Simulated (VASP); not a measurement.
# Te3WCl2 (R-3m) in VASP: notebook

Te3WCl2 is run at these levels: PBE; tasks: single point, relaxation of cell and atoms.

All numbers are computed with VASP 6.6.1; they aren't measurements. Logs are shortened: lines on timing, memory, paths and dates and some standing lists are left out, and cuts for length are marked.

**1. The cell of the first run**

Symmetry: R-3m, No. 166, trigonal system. Conventional cell: a = 6.379 Å, b = 6.379 Å, c = 15.905 Å, α = 90.00°, β = 90.00°, γ = 120.00°. Within 4.2 Å of Te (site symmetry 2/m) lie 4 Te at 3.19 Å and 2 W at 3.23 Å and 6 Cl at 3.74 to 3.82 Å. Within 4.2 Å of W (site symmetry -3m) lie 6 Te at 3.23 Å and 6 Cl at 3.75 Å. Within 4.9 Å of Cl (site symmetry 3m) lie 9 Te at 3.74 to 3.82 Å and 3 W at 3.75 Å and 4 Cl at 3.91 to 3.94 Å.

**2. Single point, PBE**

The input, INCAR:

```
  PREC = Accurate
  ENCUT = 520
  EDIFF = 1E-6
  ISMEAR = 0
  SIGMA = 0.1
  LREAL = False
  LASPH = True
  NELM = 60
  ALGO = Normal
  ISIF = 2
  LWAVE = False
  LCHARG = False
  GGA = PE
  NBANDS = 32
```

The input, KPOINTS:

```
regular mesh
0
Gamma
  3 3 3
```

The input, POSCAR:

```
Te3WCl2
1.0
    3.1894623300      1.8414369300      5.3016886300
   -3.1894623300      1.8414369300      5.3016886300
    0.0000000000     -3.6828738700      5.3016886300
Te W Cl
3 1 2
Direct
    0.0000000000      0.5000000000      0.5000000000
    0.5000000000      0.5000000000      0.0000000000
    0.5000000000      0.0000000000      0.5000000000
    0.5000000000      0.5000000000      0.5000000000
    0.1230388300      0.1230388300      0.1230388300
    0.8769611700      0.8769611700      0.8769611700
```

Potentials or basis: VASP PAW PBE potentials, release 64 (Te, W_sv, Cl).

Started as:

```
$ cat potpaw_PBE.64/Te/POTCAR potpaw_PBE.64/W_sv/POTCAR potpaw_PBE.64/Cl/POTCAR > POTCAR
$ mpirun -np 1 vasp_std > vasp.out
```

OUTCAR:

```text
PREC = Accurate
   ENCUT = 520
   EDIFF = 1E-6
   ISMEAR = 0
   LREAL = False
   LASPH = True
   NELM = 60
   ISIF = 2
   GGA = PE

 ion  position               nearest neighbor table
   1  0.000  0.500  0.500-   2 3.19   2 3.19   3 3.19   3 3.19   4 3.23   4 3.23
   2  0.500  0.500  0.000-   1 3.19   3 3.19   3 3.19   1 3.19   4 3.23   4 3.23
   3  0.500  0.000  0.500-   2 3.19   2 3.19   1 3.19   1 3.19   4 3.23   4 3.23
   4  0.500  0.500  0.500-   1 3.23   3 3.23   3 3.23   1 3.23   2 3.23   2 3.23
   5  0.123  0.123  0.123-
   6  0.877  0.877  0.877-

  LATTYP: Found a trigonal (rhomboedric) cell.
 ALAT       =     6.4553436974
 COS(alpha) =     0.5117680355

  Lattice vectors:

 A1 = (   3.1894623300,   1.8414369300,   5.3016886300)
 A2 = (  -3.1894623300,   1.8414369300,   5.3016886300)
 A3 = (   0.0000000000,  -3.6828738700,   5.3016886300)

Analysis of symmetry for initial positions (statically):
=====================================================================
 Subroutine PRICEL returns:
 Original cell was already a primitive cell.

 Routine SETGRP: Setting up the symmetry group for a
 trigonal (rhombohedral) supercell.

 Subroutine GETGRP returns: Found 12 space group operations
 (whereof 12 operations were pure point group operations)
 out of a pool of 12 trial point group operations.

The static configuration has the point symmetry D_3d.

Analysis of symmetry for dynamics (positions and initial velocities):
=====================================================================
 Subroutine PRICEL returns:
 Original cell was already a primitive cell.

 Routine SETGRP: Setting up the symmetry group for a
 trigonal (rhombohedral) supercell.

 Subroutine GETGRP returns: Found 12 space group operations
 (whereof 12 operations were pure point group operations)
 out of a pool of 12 trial point group operations.

The dynamic configuration has the point symmetry D_3d.

 Subroutine INISYM returns: Found 12 space group operations
 (whereof 12 operations are pure point group operations),
 and found     1 'primitive' translations

----------------------------------------------------------------------------------------

                                     Primitive cell

  volume of cell :     186.8271

  direct lattice vectors                    reciprocal lattice vectors
     3.189462330  1.841436930  5.301688630     0.156766235  0.090509028  0.062873050
    -3.189462330  1.841436930  5.301688630    -0.156766235  0.090509028  0.062873050
     0.000000000 -3.682873870  5.301688630     0.000000000 -0.181018056  0.062873050

  length of vectors
     6.455343697  6.455343697  6.455343699     0.191626086  0.191626086  0.191626086

  position of ions in fractional coordinates (direct lattice)
     0.000000000  0.500000000  0.500000000
     0.500000000  0.500000000  0.000000000
     0.500000000  0.000000000  0.500000000
     0.500000000  0.500000000  0.500000000
     0.123038830  0.123038830  0.123038830
     0.876961170  0.876961170  0.876961170

  ion indices of the primitive-cell ions
   primitive index   ion index
                 1           1
                 2           2
                 3           3
                 4           4
                 5           5
                 6           6

----------------------------------------------------------------------------------------

 KPOINTS: regular mesh

Automatic generation of k-mesh.
 Grid dimensions read from file:
 generate k-points for:    3    3    3

 Generating k-lattice:

  Cartesian coordinates                     Fractional coordinates (reciprocal lattice)
     0.052255412  0.030169676  0.020957683     0.333333333  0.000000000 -0.000000000
    -0.052255412  0.030169676  0.020957683     0.000000000  0.333333333 -0.000000000
     0.000000000 -0.060339352  0.020957683     0.000000000  0.000000000  0.333333333

  Length of vectors
     0.063875362  0.063875362  0.063875362

  Shift w.r.t. Gamma in fractional coordinates (k-lattice)
     0.000000000  0.000000000  0.000000000

 Subroutine IBZKPT returns following result:
 ===========================================

 Found      6 irreducible k-points:

 Following reciprocal coordinates:
            Coordinates               Weight
  0.000000  0.000000  0.000000      1.000000
  0.333333 -0.000000 -0.000000      6.000000
  0.333333  0.333333 -0.000000      6.000000
 -0.333333  0.333333  0.000000      6.000000
  0.333333  0.333333  0.333333      2.000000
 -0.333333  0.333333  0.333333      6.000000
   k-points           NKPTS =      6   k-points in BZ     NKDIM =      6   number of bands    NBANDS=     32
   number of dos      NEDOS =    301   number of ions     NIONS =      6
   total plane-waves  NPLWV = 110592
   dimension x,y,z NGX =    48 NGY =   48 NGZ =   48
   dimension x,y,z NGXF=    96 NGYF=   96 NGZF=   96
   ions per type =               3   1   2
   NGX,Y,Z   is equivalent  to a cutoff of  12.36, 12.36, 12.36 a.u.
   NGXF,Y,Z  is equivalent  to a cutoff of  24.72, 24.72, 24.72 a.u.
 SYSTEM =  unknown system
   PREC   = accura    normal or accurate (medium, high low for compatibility)
   ISTART =      0    job   : 0-new  1-cont  2-samecut
   ICHARG =      2    charge: 1-file 2-atom 10-const
   ISPIN  =      1    spin polarized calculation?
   LNONCOLLINEAR =      F non collinear calculations
   LSORBIT =      F    spin-orbit coupling
   LASPH  =      T    aspherical Exc in radial PAW
   ENCUT  =  520.0 eV  38.22 Ry    6.18 a.u.  12.00 12.00 12.00*2*pi/ulx,y,z
   NELM   =     60;   NELMIN=  2; NELMDL= -5     # of ELM steps
   EDIFF  = 0.1E-05   stopping-criterion for ELM
   LREAL  =      F    real-space projection
   EDIFFG = 0.1E-04   stopping-criterion for IOM
   NSW    =      0    number of steps for IOM
   IBRION =     -1    ionic relax: 0-MD 1-quasi-New 2-CG
   NFREE  =      0    steps in history (QN), initial steepest desc. (CG)
   ISIF   =      2    stress and relaxation
   ISYM   =      2    0-nonsym 1-usesym 2-fastsym
   POTIM  = 0.5000    time-step for ionic-motion
   TEBEG  =    0.0;   TEEND  =   0.0 temperature during run
   PSTRESS=    0.0 pullay stress
   NELECT =      46.0000    total number of electrons
   NUPDOWN=      -1.0000    fix difference up-down
   EMIN   =  10.00;   EMAX   =-10.00  energy-range for DOS
   EFERMI =   0.00;   METHOD = LEGACY
   ISMEAR =     0;   SIGMA  =   0.10  broadening in eV -4-tet -1-fermi 0-gaus
   EFERMI_NEDOS =   21; number of points for ismear=-14 and -15
   IALGO  =     38    algorithm
   IMIX   =      4    mixing-type and parameters
     AMIX     =   0.40;   BMIX     =  1.00
     AMIX_MAG =   1.60;   BMIX_MAG =  1.00
  volume/ion in A,a.u.               =      31.14       210.13
  Fermi-wavevector in a.u.,A,eV,Ry     =   1.026079  1.939008 14.324735  1.052838
  Thomas-Fermi vector in A             =   2.159953
   LORBIT       =      0    0 simple, 1 ext, 2 COOP (PROOUT), +10 PAW based schemes
   GGA     = PE    functional components
   LHFCALC =     F    Hartree Fock is set to
   AEXX    =    0.0000 exact exchange contribution
   IVDW    =     0    specifies the selected vdW correction
   LEPSILON=     F    determine dielectric tensor
   LRPA    =     F    only Hartree local field effects (RPA)
 non-spin polarized calculation
 Gauss-broadening in eV      SIGMA  =   0.10
  energy-cutoff  :      520.00
  volume of cell :      186.83
 maximum number of plane-waves:      5042
   NGX = 25   NGY = 25   NGZ = 25

 number of electron      45.9999997 magnetization

 Free energy of the ion-electron system (eV)
  ---------------------------------------------------
  ext. energy  EPLUGINS =         0.00000000
  ---------------------------------------------------
  free energy    TOTEN  =       -20.29368750 eV

  energy without entropy =      -20.21560368  energy(sigma->0) =      -20.25464559

 E-fermi :   3.7523     XC(G=0):  -9.0456

 val. band max:        3.7329485811   @ k =   0.0000   0.0000   0.0000
 cond. band min:       3.7833424061   @ k =   0.3333  -0.0000  -0.0000
 fundamental gap:      0.0503938250
 Fermi energy:         3.7522610570

 k-point     1 :       0.0000    0.0000    0.0000
  band No.  band energies     occupation
      1     -71.0825      2.00000
      2     -35.2613      2.00000
      3     -35.2613      2.00000
      4     -35.0144      2.00000
      5      -9.9313      2.00000
      6      -9.5287      2.00000
[... 24 lines left out ...]
     31       9.4160      0.00000
     32      10.5208      0.00000

 k-point     2 :       0.3333   -0.0000   -0.0000
  band No.  band energies     occupation
      1     -71.0825      2.00000
      2     -35.2613      2.00000
      3     -35.2612      2.00000
      4     -35.0144      2.00000
      5      -9.7929      2.00000
      6      -9.5706      2.00000
[... 24 lines left out ...]
     31       9.3178      0.00000
     32      10.2999      0.00000

 k-point     3 :       0.3333    0.3333   -0.0000
  band No.  band energies     occupation
      1     -71.0825      2.00000
      2     -35.2612      2.00000
      3     -35.2612      2.00000
      4     -35.0144      2.00000
      5      -9.7550      2.00000
      6      -9.5865      2.00000
[... 24 lines left out ...]
     31       9.3934      0.00000
     32       9.4884      0.00000

 k-point     4 :      -0.3333    0.3333    0.0000
  band No.  band energies     occupation
      1     -71.0825      2.00000
      2     -35.2612      2.00000
      3     -35.2612      2.00000
      4     -35.0144      2.00000
      5      -9.6910      2.00000
      6      -9.6185      2.00000
[... 24 lines left out ...]
     31       9.4759      0.00000
     32       9.5121      0.00000

 k-point     5 :       0.3333    0.3333    0.3333
  band No.  band energies     occupation
      1     -71.0825      2.00000
      2     -35.2612      2.00000
      3     -35.2612      2.00000
      4     -35.0144      2.00000
      5      -9.7883      2.00000
      6      -9.5795      2.00000
[... 24 lines left out ...]
     31       9.1038      0.00000
     32       9.3428      0.00000

 k-point     6 :      -0.3333    0.3333    0.3333
  band No.  band energies     occupation
      1     -71.0825      2.00000
      2     -35.2612      2.00000
      3     -35.2612      2.00000
      4     -35.0144      2.00000
      5      -9.6834      2.00000
      6      -9.6225      2.00000
[... 24 lines left out ...]
     31       9.0997      0.00000
     32       9.4856      0.00000

------------------------ aborting loop because EDIFF is reached ----------------------------------------

  FORCE on cell =-STRESS in cart. coord.  units (eV):
  Direction    XX          YY          ZZ          XY          YZ          ZX
  --------------------------------------------------------------------------------------
  -------------------------------------------------------------------------------------
  Total       -8.1731738     -8.1731738    -11.9208181      0.0000000      0.0000000      0.0000000
  in kB      -70.0908817    -70.0908816   -102.2296443      0.0000000      0.0000001      0.0000000
  external PRESSURE =     -80.8038026 kB  Pullay stress =       0.0000000 kB

 VOLUME and BASIS-vectors are now :
 -----------------------------------------------------------------------------
  energy-cutoff  :      520.00
  volume of cell :      186.83
      direct lattice vectors                 reciprocal lattice vectors
     3.189462330  1.841436930  5.301688630     0.156766235  0.090509028  0.062873050
    -3.189462330  1.841436930  5.301688630    -0.156766235  0.090509028  0.062873050
     0.000000000 -3.682873870  5.301688630     0.000000000 -0.181018056  0.062873050

 POSITION                                       TOTAL-FORCE (eV/Angst)
 -----------------------------------------------------------------------------------
     -1.59473     -0.92072      5.30169        -0.000000      0.000000      0.000000
      0.00000      1.84144      5.30169        -0.000000      0.000000      0.000000
      1.59473     -0.92072      5.30169        -0.000000      0.000000      0.000000
      0.00000     -0.00000      7.95253         0.000000      0.000000      0.000000
      0.00000     -0.00000      1.95694        -0.000000     -0.000000      0.125976
      0.00000     -0.00000     13.94813        -0.000000      0.000000     -0.125976
 -----------------------------------------------------------------------------------
    total drift:                                0.000000      0.000000     -0.000000

  FREE ENERGIE OF THE ION-ELECTRON SYSTEM (eV)
  ---------------------------------------------------
  free  energy   TOTEN  =       -20.2936874956 eV

  energy  without entropy=      -20.2156036807  energy(sigma->0) =      -20.25464559
```

It took 69 s on 1 thread of Intel Xeon 6975P-C, shared host; peak memory 0.33 GiB.

What came out:

* Free energy: -20.2937 eV
* Pressure: -8.1 GPa
* Largest force: 0.126 eV/Å
* Band gap on the k mesh: zero (band 23 reaches 4.05 eV, above the bottom of band 24 at 3.66 eV)

Forces on the atoms (eV/Å):
```
Te   0.000  0.000  0.000
Te   0.000  0.000  0.000
Te   0.000  0.000  0.000
W    0.000  0.000  0.000
Cl   0.000  0.000  0.126
Cl   0.000  0.000 -0.126
```

Stress tensor (GPa, compression positive):
```
 -7.01   0.00   0.00
  0.00  -7.01   0.00
  0.00   0.00 -10.22
```

Levels at points of the mesh, in eV from the Fermi level:
| k point | band 20 | band 21 | band 22 | band 23 | band 24 | band 25 | band 26 | band 27 | band 28 | band 29 |
| --- | --- | --- | --- | --- | --- | --- | --- | --- | --- | --- |
| (0.00, 0.00, 0.00) | -0.66 | -0.64 | -0.59 | -0.23 | -0.02 | -0.02 | 0.28 | 0.28 | 1.95 | 2.90 |

Caveat: the k points lie up to 0.40 Å⁻¹ apart; spin-orbit coupling is left out, which moves the levels of the heavy elements.

(Continued in part 2 of 2.)
